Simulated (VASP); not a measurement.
# BN (BN (P6_3/mmc)) (P6_3/mmc) in VASP: single point with r2SCAN

Aim: the single point of BN (BN (P6_3/mmc)) with r2SCAN.

Program: VASP 6.6.1. These are calculated values, not measurements. Logs are shortened: lines on timing, memory, paths and dates and some standing lists are left out, and cuts for length are marked.

**1. The cell of the first run**

It takes space group P6_3/mmc (No. 194, hexagonal). Conventional cell: a = 2.488 Å, b = 2.488 Å, c = 6.495 Å, α = 90.00°, β = 90.00°, γ = 120.00°. B (site symmetry -6m2) has 3 N at 1.44 Å within 1.9 Å. N (site symmetry -6m2) has 3 B at 1.44 Å within 1.9 Å.

**2. Single point, r2SCAN**

File POSCAR:

```
BN
1.0
    2.4883437615      0.0000000000      0.0000000000
   -1.2441718807      2.1549689108      0.0000000000
    0.0000000000      0.0000000000      6.4954828762
B N
2 2
Direct
    0.3333333335      0.6666666667      0.2500000000
    0.6666666667      0.3333333332      0.7499999999
    0.3333333335      0.6666666667      0.7499999999
    0.6666666667      0.3333333332      0.2500000000
```

File INCAR.step1:

```
SYSTEM = BN
PREC     = Accurate       ! precision mode
ENCUT    = 520            ! plane-wave cutoff, eV
ISMEAR   = -1             ! smearing method
SIGMA    = 0.01           ! smearing width, eV
LREAL    = .False.        ! projectors in reciprocal space
LASPH    = .True.         ! aspherical terms in the spheres
NELM     = 80             ! most SCF steps
NBANDS   = 16             ! bands
GGA      = PE             ! functional
ALGO     = Normal         ! electronic algorithm
EDIFF    = 1E-4           ! SCF threshold, eV
LWAVE    = .True.         ! write WAVECAR
LCHARG   = .False.        ! write CHGCAR
```

File INCAR.step2:

```
SYSTEM = BN
PREC     = Accurate       ! precision mode
ENCUT    = 520            ! plane-wave cutoff, eV
EDIFF    = 1E-6           ! SCF threshold, eV
ISMEAR   = -1             ! smearing method
SIGMA    = 0.01           ! smearing width, eV
LREAL    = .False.        ! projectors in reciprocal space
LASPH    = .True.         ! aspherical terms in the spheres
NELM     = 80             ! most SCF steps
ALGO     = Normal         ! electronic algorithm
ISIF     = 2              ! what is computed and relaxed
LWAVE    = .False.        ! write WAVECAR
LCHARG   = .False.        ! write CHGCAR
METAGGA  = R2SCAN         ! meta-GGA
LMIXTAU  = .True.       
NBANDS   = 16             ! bands
ISTART   = 1
```

File KPOINTS:

```
regular mesh
0
Gamma
  13 13 5
  0 0 0
```

Potentials or basis: VASP PAW PBE potentials, release 64 (B, N).

Started as:

```sh
$ cat potpaw_PBE.64/B/POTCAR potpaw_PBE.64/N/POTCAR > POTCAR
$ cp INCAR.step1 INCAR
$ mpirun -np 1 vasp_std > vasp.out
$ cp INCAR.step2 INCAR
$ mpirun -np 1 vasp_std > vasp.out
```

OUTCAR:

```text
SYSTEM = BN
   PREC = Accurate
   ENCUT = 520
   EDIFF = 1E-6
   ISMEAR = -1
   LREAL = .False.
   LASPH = .True.
   NELM = 80
   ISIF = 2
   METAGGA = R2SCAN
   ISTART = 1

 ion  position               nearest neighbor table
   1  0.333  0.667  0.250-   4 1.44   4 1.44   4 1.44
   2  0.667  0.333  0.750-   3 1.44   3 1.44   3 1.44
   3  0.333  0.667  0.750-   2 1.44   2 1.44   2 1.44
   4  0.667  0.333  0.250-   1 1.44   1 1.44   1 1.44

  LATTYP: Found a hexagonal cell.
 ALAT       =     2.4883437615
 C/A-ratio  =     2.6103639604

  Lattice vectors:

 A1 = (   2.4883437615,   0.0000000000,   0.0000000000)
 A2 = (  -1.2441718807,   2.1549689108,   0.0000000000)
 A3 = (   0.0000000000,   0.0000000000,   6.4954828762)

Analysis of symmetry for initial positions (statically):
=====================================================================
 Subroutine PRICEL returns:
 Original cell was already a primitive cell.

 Routine SETGRP: Setting up the symmetry group for a
 hexagonal supercell.

 Subroutine GETGRP returns: Found 24 space group operations
 (whereof 12 operations were pure point group operations)
 out of a pool of 24 trial point group operations.

The static configuration has the point symmetry D_3d.
 The point group associated with its full space group is D_6h.

Analysis of symmetry for dynamics (positions and initial velocities):
=====================================================================
 Subroutine PRICEL returns:
 Original cell was already a primitive cell.

 Routine SETGRP: Setting up the symmetry group for a
 hexagonal supercell.

 Subroutine GETGRP returns: Found 24 space group operations
 (whereof 12 operations were pure point group operations)
 out of a pool of 24 trial point group operations.

The dynamic configuration has the point symmetry D_3d.
 The point group associated with its full space group is D_6h.

 Subroutine INISYM returns: Found 24 space group operations
 (whereof 12 operations are pure point group operations),
 and found     1 'primitive' translations

----------------------------------------------------------------------------------------

                                     Primitive cell

  volume of cell :      34.8308

  direct lattice vectors                    reciprocal lattice vectors
     2.488343761  0.000000000  0.000000000     0.401873734  0.232021909  0.000000000
    -1.244171881  2.154968911  0.000000000     0.000000000  0.464043818  0.000000000
     0.000000000  0.000000000  6.495482876     0.000000000  0.000000000  0.153953142

  length of vectors
     2.488343761  2.488343761  6.495482876     0.464043818  0.464043818  0.153953142

  position of ions in fractional coordinates (direct lattice)
     0.333333334  0.666666667  0.250000000
     0.666666667  0.333333333  0.750000000
     0.333333334  0.666666667  0.750000000
     0.666666667  0.333333333  0.250000000

  ion indices of the primitive-cell ions
   primitive index   ion index
                 1           1
                 2           2
                 3           3
                 4           4

----------------------------------------------------------------------------------------

 KPOINTS: regular mesh

Automatic generation of k-mesh.
 Grid dimensions read from file:
 generate k-points for:   13   13    5

 Generating k-lattice:

  Cartesian coordinates                     Fractional coordinates (reciprocal lattice)
     0.030913364  0.017847839  0.000000000     0.076923077  0.000000000  0.000000000
     0.000000000  0.035695678  0.000000000     0.000000000  0.076923077  0.000000000
     0.000000000  0.000000000  0.030790628     0.000000000  0.000000000  0.200000000

  Length of vectors
     0.035695678  0.035695678  0.030790628

  Shift w.r.t. Gamma in fractional coordinates (k-lattice)
     0.000000000  0.000000000  0.000000000

 Subroutine IBZKPT returns following result:
 ===========================================

 Found     63 irreducible k-points:

 Following reciprocal coordinates:
            Coordinates               Weight
  0.000000  0.000000  0.000000      1.000000
  0.076923 -0.000000  0.000000      6.000000
  0.153846 -0.000000  0.000000      6.000000
  0.230769  0.000000  0.000000      6.000000
  0.307692 -0.000000  0.000000      6.000000
  0.384615  0.000000  0.000000      6.000000
[... 16 lines left out ...]
  0.076923 -0.000000  0.200000     12.000000
  0.153846 -0.000000  0.200000     12.000000
 [... further k-points ...]
   k-points           NKPTS =     63   k-points in BZ     NKDIM =     63   number of bands    NBANDS=     16
   number of dos      NEDOS =    301   number of ions     NIONS =      4
   total plane-waves  NPLWV =  19200
   dimension x,y,z NGX =    20 NGY =   20 NGZ =   48
   dimension x,y,z NGXF=    40 NGYF=   40 NGZF=   96
   ions per type =               2   2
   NGX,Y,Z   is equivalent  to a cutoff of  13.36, 13.36, 12.29 a.u.
   NGXF,Y,Z  is equivalent  to a cutoff of  26.72, 26.72, 24.57 a.u.
 SYSTEM =  BN
   PREC   = accura    normal or accurate (medium, high low for compatibility)
   ISTART =      1    job   : 0-new  1-cont  2-samecut
   ICHARG =      0    charge: 1-file 2-atom 10-const
   ISPIN  =      1    spin polarized calculation?
   LNONCOLLINEAR =      F non collinear calculations
   LSORBIT =      F    spin-orbit coupling
   LASPH  =      T    aspherical Exc in radial PAW
   ENCUT  =  520.0 eV  38.22 Ry    6.18 a.u.   4.63  4.63 12.08*2*pi/ulx,y,z
   NELM   =     80;   NELMIN=  2; NELMDL=  0     # of ELM steps
   EDIFF  = 0.1E-05   stopping-criterion for ELM
   LREAL  =      F    real-space projection
   EDIFFG = 0.1E-04   stopping-criterion for IOM
   NSW    =      0    number of steps for IOM
   IBRION =     -1    ionic relax: 0-MD 1-quasi-New 2-CG
   NFREE  =      0    steps in history (QN), initial steepest desc. (CG)
   ISIF   =      2    stress and relaxation
   ISYM   =      2    0-nonsym 1-usesym 2-fastsym
   POTIM  = 0.5000    time-step for ionic-motion
   TEBEG  =    0.0;   TEEND  =   0.0 temperature during run
   PSTRESS=    0.0 pullay stress
   NELECT =      16.0000    total number of electrons
   NUPDOWN=      -1.0000    fix difference up-down
   EMIN   =  10.00;   EMAX   =-10.00  energy-range for DOS
   EFERMI =   0.00;   METHOD = LEGACY
   ISMEAR =    -1;   SIGMA  =   0.01  broadening in eV -4-tet -1-fermi 0-gaus
   EFERMI_NEDOS =   21; number of points for ismear=-14 and -15
   IALGO  =     38    algorithm
   IMIX   =      4    mixing-type and parameters
     AMIX     =   0.40;   BMIX     =  1.00
     AMIX_MAG =   1.60;   BMIX_MAG =  1.00
  volume/ion in A,a.u.               =       8.71        58.76
  Fermi-wavevector in a.u.,A,eV,Ry     =   1.263166  2.387038 21.709310  1.595589
  Thomas-Fermi vector in A             =   2.396537
   LORBIT       =      0    0 simple, 1 ext, 2 COOP (PROOUT), +10 PAW based schemes
   METAGGA = R2SCAN    functional components
   LHFCALC =     F    Hartree Fock is set to
   AEXX    =    0.0000 exact exchange contribution
   IVDW    =     0    specifies the selected vdW correction
   LEPSILON=     F    determine dielectric tensor
   LRPA    =     F    only Hartree local field effects (RPA)
 non-spin polarized calculation
  energy-cutoff  :      520.00
  volume of cell :       34.83
 maximum number of plane-waves:       961
 NGX is ok and might be reduce to    20
   NGX =  9   NGY =  9   NGZ = 25

 number of electron      16.0000000 magnetization

 Free energy of the ion-electron system (eV)
  ---------------------------------------------------
  ext. energy  EPLUGINS =         0.00000000
  ---------------------------------------------------
  free energy    TOTEN  =       -38.57733883 eV

  energy without entropy =      -38.57733883  energy(sigma->0) =      -38.57733883

 E-fermi :   2.6303     XC(G=0): -10.9301

 val. band max:        2.3269332540   @ k =   0.3077   0.3077   0.0000
 cond. band min:       7.2308439380   @ k =   0.4615   0.0769   0.0000
 fundamental gap:      4.9039106840
 Fermi energy:         2.6302684730

 k-point     1 :       0.0000    0.0000    0.0000
  band No.  band energies     occupation
      1     -16.6565      2.00000
      2     -16.3149      2.00000
      3      -4.2916      2.00000
      4      -1.8764      2.00000
      5       0.9431      2.00000
      6       0.9431      2.00000
[... 8 lines left out ...]
     15      15.7975      0.00000
     16      16.8484      0.00000

 k-point     2 :       0.0769   -0.0000    0.0000
  band No.  band energies     occupation
      1     -16.5337      2.00000
      2     -16.1966      2.00000
      3      -4.1234      2.00000
      4      -1.7257      2.00000
      5       0.4347      2.00000
      6       0.4790      2.00000
[... 8 lines left out ...]
     15      16.2122      0.00000
     16      16.3468      0.00000

 k-point     3 :       0.1538   -0.0000    0.0000
  band No.  band energies     occupation
      1     -16.1714      2.00000
      2     -15.8477      2.00000
      3      -3.6242      2.00000
      4      -1.2822      2.00000
      5      -0.8837      2.00000
      6      -0.8325      2.00000
[... 8 lines left out ...]
     15      16.9127      0.00000
     16      17.2517      0.00000

 k-point     4 :       0.2308    0.0000    0.0000
  band No.  band energies     occupation
      1     -15.5895      2.00000
      2     -15.2892      2.00000
      3      -2.8123      2.00000
      4      -2.6099      2.00000
      5      -2.5373      2.00000
      6      -0.6121      2.00000
[... 8 lines left out ...]
     15      18.9355      0.00000
     16      19.0773      0.00000
[... 324 lines left out ...]
 k-point    22 :       0.0000    0.0000    0.2000
  band No.  band energies     occupation
      1     -16.6257      2.00000
      2     -16.3497      2.00000
      3      -4.1024      2.00000
      4      -2.1695      2.00000
      5       0.9476      2.00000
      6       0.9476      2.00000
[... 8 lines left out ...]
     15      16.0194      0.00000
     16      16.7802      0.00000

 k-point    23 :       0.0769   -0.0000    0.2000
  band No.  band energies     occupation
      1     -16.5034      2.00000
      2     -16.2309      2.00000
      3      -3.9357      2.00000
      4      -2.0173      2.00000
      5       0.4399      2.00000
      6       0.4771      2.00000
[... 8 lines left out ...]
     15      16.2668      0.00000
     16      16.3534      0.00000

 k-point    24 :       0.1538   -0.0000    0.2000
  band No.  band energies     occupation
      1     -16.1422      2.00000
      2     -15.8805      2.00000
      3      -3.4416      2.00000
      4      -1.5767      2.00000
      5      -0.8749      2.00000
      6      -0.8222      2.00000
[... 8 lines left out ...]
     15      16.8563      0.00000
     16      16.8980      0.00000

 [... further k-points ...]
[... 5 lines left out ...]
  --------------------------------------------------------------------------------------
  -------------------------------------------------------------------------------------
  Total        1.4429481      1.4429481      0.3225699      0.0000000      0.0000000      0.0000000
  in kB       66.3740711     66.3740711     14.8378720      0.0000000      0.0000000      0.0000000
  external PRESSURE =      49.1953381 kB  Pullay stress =       0.0000000 kB

 VOLUME and BASIS-vectors are now :
 -----------------------------------------------------------------------------
  energy-cutoff  :      520.00
  volume of cell :       34.83
      direct lattice vectors                 reciprocal lattice vectors
     2.488343761  0.000000000  0.000000000     0.401873734  0.232021909  0.000000000
    -1.244171881  2.154968911  0.000000000     0.000000000  0.464043818  0.000000000
     0.000000000  0.000000000  6.495482876     0.000000000  0.000000000  0.153953142

 POSITION                                       TOTAL-FORCE (eV/Angst)
 -----------------------------------------------------------------------------------
      0.00000      1.43665      1.62387         0.000000     -0.000000      0.000000
      1.24417      0.71832      4.87161        -0.000000     -0.000000      0.000000
      0.00000      1.43665      4.87161        -0.000000      0.000000     -0.000000
      1.24417      0.71832      1.62387         0.000000     -0.000000      0.000000
 -----------------------------------------------------------------------------------
    total drift:                               -0.000000      0.000000      0.000001

  FREE ENERGIE OF THE ION-ELECTRON SYSTEM (eV)
  ---------------------------------------------------
  free  energy   TOTEN  =       -38.5773388322 eV

  energy  without entropy=      -38.5773388322  energy(sigma->0) =      -38.57733883
```

Run time: 70 s. Hardware: 1 thread of AMD EPYC 9R45 (Zen 5), shared host; peak memory 0.14 GiB.

What came out:

- Free energy: -38.5773 eV
- Pressure: 4.9 GPa
- Band gap on the k mesh: 4.90 eV, indirect (least direct gap 5.29 eV)

Caveat: the PAW data sets were made with another functional, which shifts forces and pressure a little. r2SCAN opens gaps a little over a GGA but as a rule still falls short of measured ones.
